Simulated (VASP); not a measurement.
## MgSc2C2: single point with PBE

MgSc2C2:

```xyz
5
Lattice="4.6019 0.0000 0.0000 0.0000 4.6019 0.0000 0.0000 0.0000 4.3721" Properties=species:S:1:pos:R:3 pbc="T T T"
Mg    0.0000    0.0000    2.1860
Sc    0.0000    2.3010    0.0000
Sc    2.3010    0.0000    0.0000
C     0.0000    2.3010    2.1860
C     2.3010    0.0000    2.1860
```

The cell was built from a structure type or drawn by symmetry, and may not be a known phase.

```json
{"Program": "VASP 6.6.1", "Task": "single point", "Functional": "PBE", "Potentials or basis": "VASP PAW PBE potentials, release 64 (Mg_sv, Sc_sv, C)", "Cutoff": "750 eV", "k mesh": "4 × 4 × 4", "Occupations": "gaussian, width 0.1 eV", "Spin": "no spin polarisation"}
```

```
Pressure               : 0.1 GPa
Band gap on the k mesh : zero (bands 20 and 21 overlap by 1.12 eV)
```

Stress tensor (GPa, compression positive):
```
0.05 0.00 0.00
0.00 0.05 0.00
0.00 0.00 0.28
```

Levels at points of the mesh, in eV from the Fermi level:
```
           k point  band 16  band 17  band 18  band 19  band 20  band 21  band 22  band 23  band 24  band 25
(0.00, 0.00, 0.00)    -1.98    -1.98    -0.90    -0.71     0.34     0.83     1.21     1.21     1.43     1.43
(0.50, 0.00, 0.00)    -1.46    -1.35    -0.41    -0.35    -0.16     0.74     1.58     1.90     1.98     2.02
(0.50, 0.50, 0.00)    -2.36     0.07     0.07     0.12     0.12     0.33     0.81     1.17     2.04     2.26
(0.00, 0.00, 0.50)    -2.61    -2.61    -1.93    -1.25    -0.42     0.19     0.19     0.46     3.38     3.81
(0.50, 0.00, 0.50)    -2.64    -2.37    -1.97    -1.06    -0.91    -0.78    -0.04     1.32     1.46     2.05
(0.50, 0.50, 0.50)    -2.74    -2.53    -2.53    -0.16    -0.08     0.22     0.22     0.87     1.46     2.30
```

It took 2.4 min on 1 thread of Intel(R) Xeon(R) 6975P-C (Granite Rapids), on a shared host, peak memory 0.28 GiB.
